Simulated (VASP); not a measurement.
# BeS (F-43m) in VASP: a series of runs, part 2 of 2

VASP 6.6.1. Earlier steps stand in the parts before.

**5. Single point, LDA (14.83 Å³/atom)**

This run uses another cell than the first one, of 14.83 Å³/atom.

Contents of INCAR:

```
ALGO = Normal
EDIFF = 1E-6
ENCUT = 520
GGA = CA
ISIF = 2
ISMEAR = -1
LASPH = True
LCHARG = True
LELF = True
LREAL = False
LVHAR = True
LWAVE = False
NBANDS = 11
NELM = 60
PREC = Accurate
SIGMA = 0.05
```

Contents of KPOINTS:

```
k-points
0
Gamma
  9 9 9
```

Contents of POSCAR:

```
BeS
1.0
    0.0000000000      2.4569115543      2.4569115543
    2.4569115543      0.0000000000      2.4569115543
    2.4569115543      2.4569115543      0.0000000000
S Be
1 1
Direct
    0.7500000000      0.7500000000      0.7500000000
    0.0000000000      0.0000000000      0.0000000000
```

Potentials or basis: VASP PAW LDA potentials, release 64 (S, Be).

Started as:

```bash
$ cat potpaw_LDA.64/S/POTCAR potpaw_LDA.64/Be/POTCAR > POTCAR
$ mpirun -np 1 vasp_std > vasp.out
```

OUTCAR:

```text
EDIFF = 1E-6
   ENCUT = 520
   GGA = CA
   ISIF = 2
   ISMEAR = -1
   LASPH = True
   LREAL = False
   NELM = 60
   PREC = Accurate

 ion  position               nearest neighbor table
   1  0.750  0.750  0.750-   2 2.13   2 2.13   2 2.13   2 2.13
   2  0.000  0.000  0.000-   1 2.13   1 2.13   1 2.13   1 2.13

  LATTYP: Found a face centered cubic cell.
 ALAT       =     4.9138231086

  Lattice vectors:

 A1 = (   0.0000000000,   2.4569115543,   2.4569115543)
 A2 = (   2.4569115543,   0.0000000000,   2.4569115543)
 A3 = (   2.4569115543,   2.4569115543,   0.0000000000)

Analysis of symmetry for initial positions (statically):
=====================================================================
 Subroutine PRICEL returns:
 Original cell was already a primitive cell.

 Routine SETGRP: Setting up the symmetry group for a
 face centered cubic supercell.

 Subroutine GETGRP returns: Found 24 space group operations
 (whereof 24 operations were pure point group operations)
 out of a pool of 48 trial point group operations.

The static configuration has the point symmetry T_d .

Analysis of symmetry for dynamics (positions and initial velocities):
[... 162 lines left out ...]
 cond. band min:       6.7074369192   @ k =   0.4444   0.4444   0.0000
 fundamental gap:      3.0768862679
 Fermi energy:         4.6114821966

 k-point     1 :       0.0000    0.0000    0.0000
  band No.  band energies     occupation
      1      -9.7686      2.00000
      2       3.6306      2.00000
      3       3.6306      2.00000
      4       3.6306      2.00000
      5       8.9811      0.00000
      6       9.1859      0.00000
      7       9.1859      0.00000
      8       9.1859      0.00000
      9      16.3619      0.00000
     10      16.3619      0.00000
     11      17.9233      0.00000
[... 309 lines left out ...]
 k-point    24 :       0.4444    0.4444    0.0000
  band No.  band energies     occupation
      1      -7.8230      2.00000
      2      -1.0765      2.00000
      3       1.1414      2.00000
      4       1.1414      2.00000
      5       6.7074      0.00000
      6       8.5271      0.00000
      7      15.5333      0.00000
      8      15.5333      0.00000
      9      18.0114      0.00000
     10      19.6711      0.00000
     11      20.4053      0.00000

 [... further k-points ...]
[... 5 lines left out ...]
  --------------------------------------------------------------------------------------
  -------------------------------------------------------------------------------------
  Total       -1.1912344     -1.1912344     -1.1912344      0.0000000     -0.0000000      0.0000000
  in kB      -64.3441762    -64.3441762    -64.3441762      0.0000000     -0.0000000      0.0000000
  external PRESSURE =     -64.3441762 kB  Pullay stress =       0.0000000 kB

 VOLUME and BASIS-vectors are now :
 -----------------------------------------------------------------------------
  energy-cutoff  :      520.00
  volume of cell :       29.66
      direct lattice vectors                 reciprocal lattice vectors
     0.000000000  2.456911554  2.456911554    -0.203507529  0.203507529  0.203507529
     2.456911554  0.000000000  2.456911554     0.203507529 -0.203507529  0.203507529
     2.456911554  2.456911554  0.000000000     0.203507529  0.203507529 -0.203507529

 POSITION                                       TOTAL-FORCE (eV/Angst)
 -----------------------------------------------------------------------------------
      3.68537      3.68537      3.68537        -0.000000     -0.000000     -0.000000
      0.00000      0.00000      0.00000         0.000000      0.000000      0.000000
 -----------------------------------------------------------------------------------
    total drift:                                0.000000      0.000000      0.000000

  FREE ENERGIE OF THE ION-ELECTRON SYSTEM (eV)
  ---------------------------------------------------
  free  energy   TOTEN  =       -11.0990527024 eV

  energy  without entropy=      -11.0990527024  energy(sigma->0) =      -11.09905270
```

OSZICAR:

```text
N       E                     dE             d eps       ncg     rms          rms(c)
DAV:   1     0.182277858867E+02    0.18228E+02   -0.38231E+03   770   0.625E+02
DAV:   2    -0.101873950501E+02   -0.28415E+02   -0.27405E+02  1005   0.110E+02
DAV:   3    -0.113102693560E+02   -0.11229E+01   -0.11209E+01   997   0.224E+01
DAV:   4    -0.113164281565E+02   -0.61588E-02   -0.61581E-02   882   0.189E+00
DAV:   5    -0.113164817714E+02   -0.53615E-04   -0.53615E-04   952   0.179E-01    0.541E+00
DAV:   6    -0.111579481307E+02    0.15853E+00   -0.13473E-01   871   0.162E+00    0.359E+00
DAV:   7    -0.110995051208E+02    0.58443E-01   -0.11902E-01   894   0.161E+00    0.854E-01
DAV:   8    -0.110990912903E+02    0.41383E-03   -0.61697E-03   925   0.403E-01    0.144E-01
DAV:   9    -0.110990498704E+02    0.41420E-04   -0.30364E-04   898   0.109E-01    0.419E-02
DAV:  10    -0.110990519832E+02   -0.21128E-05   -0.24445E-05   921   0.234E-02    0.105E-02
DAV:  11    -0.110990527024E+02   -0.71921E-06   -0.38262E-06   890   0.101E-02
   1 F= -.11099053E+02 E0= -.11099053E+02  d E =-.369509E-10
```

stdout:

```text
POSCAR found type information on POSCAR S Be
 POSCAR found :  2 types and       2 ions
 scaLAPACK will be used
 LDA part: xc-table for (Slater(with rela. corr.)+CA(PZ))
 , standard interpolation
 POSCAR, INCAR and KPOINTS ok, starting setup
 FFT: planning ... GRIDC
 FFT: planning ... GRID_SOFT
 FFT: planning ... GRID
 WAVECAR not read
 entering main loop
```

Wall time 15 s (1 thread of Intel Xeon Platinum 8375C at 2.90GHz (Ice Lake), shared host); peak memory 0.13 GiB.

Results:

```
Free energy            : -11.0991 eV
Pressure               : -6.4 GPa
Band gap on the k mesh : 3.08 eV (least direct gap 5.35 eV)
```

Levels at points of the mesh, in eV from the valence-band top:
| k point | band 1 | band 2 | band 3 | band 4 | band 5 | band 6 | band 7 | band 8 | band 9 |
| --- | --- | --- | --- | --- | --- | --- | --- | --- | --- |
| (0.00, 0.00, 0.00) | -13.40 | 0.00 | 0.00 | 0.00 | 5.35 | 5.56 | 5.56 | 5.56 | 12.73 |

Caveat: the cell stands under tension; an odd mesh through Γ misses points on the zone boundary, where band edges can lie.

**6. Single point, LDA (15.12 Å³/atom)**

This run uses another cell than the first one, of 15.12 Å³/atom.

Contents of INCAR:

```
SYSTEM = BeS
  PREC = Accurate
  ENCUT = 520
  EDIFF = 1E-6
  ISMEAR = -1
  SIGMA = 0.05
  LREAL = .False.
  LASPH = .True.
  NELM = 60
  ALGO = Normal
  ISIF = 2
  LWAVE = .False.
  LCHARG = .False.
  NBANDS = 11
```

Contents of KPOINTS:

```
regular mesh
0
Gamma
  9 9 9
  0 0 0
```

Contents of POSCAR:

```
BeS
1.0
    0.0000000000      2.4725610944      2.4725610944
    2.4725610944      0.0000000000      2.4725610944
    2.4725610944      2.4725610944      0.0000000000
S Be
1 1
Direct
    0.7500000000      0.7500000000      0.7500000000
    0.0000000000      0.0000000000      0.0000000000
```

Potentials or basis: VASP PAW LDA potentials, release 64 (S, Be).

Started as:

```bash
$ cat potpaw_LDA.64/S/POTCAR potpaw_LDA.64/Be/POTCAR > POTCAR
$ mpirun -np 1 vasp_std > vasp.out
```

It took 11 s on 1 thread of Intel Xeon Platinum 8375C at 2.90GHz (Ice Lake), shared host; peak memory 0.13 GiB.

It converged, with:

* Free energy: -11.0737 eV
* Pressure: -7.8 GPa
* Band gap on the k mesh: 3.11 eV (least direct gap 5.20 eV)

Levels at points of the mesh, in eV from the valence-band top:
```tsv
k point	band 1	band 2	band 3	band 4	band 5	band 6	band 7	band 8
(0.00, 0.00, 0.00)	-13.28	0.00	0.00	0.00	5.20	5.56	5.56	5.56
```

Caveat: the cell stands under tension; an odd mesh through Γ misses points on the zone boundary, where band edges can lie.

**7. The runs side by side**

```tsv
cell	gap on the mesh (eV)	pressure (GPa)
a = 3.406 Å, angles 60.0°, 2 atoms	2.96	-1.3
a = 3.429 Å, angles 60.0°, 2 atoms	3.00	-3.2
a = 3.452 Å, angles 60.0°, 2 atoms	3.04	-4.9
a = 3.475 Å, angles 60.0°, 2 atoms	3.08	-6.4
a = 3.497 Å, angles 60.0°, 2 atoms	3.11	-7.8
```

Alike in all rows: task single point; level LDA; potentials or basis VASP PAW LDA potentials, release 64 (S, Be); no spin polarisation; k mesh 9 × 9 × 9; cutoff (eV) 520; smearing fermi-dirac 0.05 eV.

Caveats: an odd mesh through Γ misses points on the zone boundary, where band edges can lie; the cell stands under tension (at least some runs).

Total energies depend on the potentials used, so only differences within one code and one set of settings carry meaning.
